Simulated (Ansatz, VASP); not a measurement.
**PbF2: VASP beside Ansatz**

INCAR

```
ALGO     = Normal         # electronic algorithm
EDIFF    = 1E-7           # SCF threshold, eV
ENCUT    = 520            # plane-wave cutoff, eV
GGA      = PS             # functional
ISIF     = 2              # what is computed and relaxed
ISMEAR   = 0              # smearing method
LASPH    = T              # aspherical terms in the spheres
LCHARG   = F              # write CHGCAR
LREAL    = F              # projectors in reciprocal space
LWAVE    = F              # write WAVECAR
NBANDS   = 21             # bands
NELM     = 100            # most SCF steps
PREC     = Accurate       # precision mode
SIGMA    = 0.05           # smearing width, eV
```

File KPOINTS:

```
k-points
0
Gamma
  8 8 8
```

The input POSCAR:

```
PbF2
1.0
    0.0000000000      2.6459687553      3.7413998199
    2.6459687553      0.0000000000      3.7413998199
    2.6459687553      2.6459687553      0.0000000000
Pb F
1 2
Direct
    0.0000000000      0.0000000000      0.0000000000
    0.2500000000      0.2500000000      0.2500000000
    0.7500000000      0.7500000000      0.7500000000
```

Input for Ansatz:

```yaml
crystal:
  lattice:
    - [0.0, 2.6459687553, 3.7413998199]
    - [2.6459687553, 0.0, 3.7413998199]
    - [2.6459687553, 2.6459687553, 0.0]
  atoms:
    - { symbol: Pb, position: [0.0, 0.0, 0.0] }
    - { symbol: F, position: [0.25, 0.25, 0.25] }
    - { symbol: F, position: [0.75, 0.75, 0.75] }
basis:
  ecutwfc: 420
kpoints:
  mp_grid: { grid: [8, 8, 8] }
hamiltonian:
  xc: pbesol
scf:
  occupations: { method: gaussian, width: 0.05 }
output:
  forces: true
  stress: true
  eigenvalues: true
```

Alike in both runs: task single point; functional PBEsol; k mesh 8 × 8 × 8; occupations gaussian, width 0.05 eV; no spin polarisation.

|  | VASP | Ansatz |
| --- | --- | --- |
| version | VASP 6.6.1 | Ansatz 0.2.0 |
| potentials or method | VASP PAW PBE potentials, release 64 (Pb_d, F), cutoff 520 eV | scalar-relativistic, plane waves, PAW |
| valence electrons in the cell | 28 | 28 |

Ansatz gave:

```
gap on the k mesh at the Fermi level (eV)                     : 2.63
least direct gap on the mesh (eV)                             : 3.15
pressure (GPa)                                                : -4.9
traceless stress, the component that is largest in VASP (GPa) : -18.09
```

**Question.** Which values does VASP return?

**Answer.** gap on the k mesh at the Fermi level (eV): 2.63; least direct gap on the mesh (eV): 3.14; pressure (GPa): -5.1; traceless stress, the component that is largest in VASP (GPa): -18.07.

VASP's potentials were made for PBE, not for PBEsol.

Neither program's run includes spin-orbit coupling.
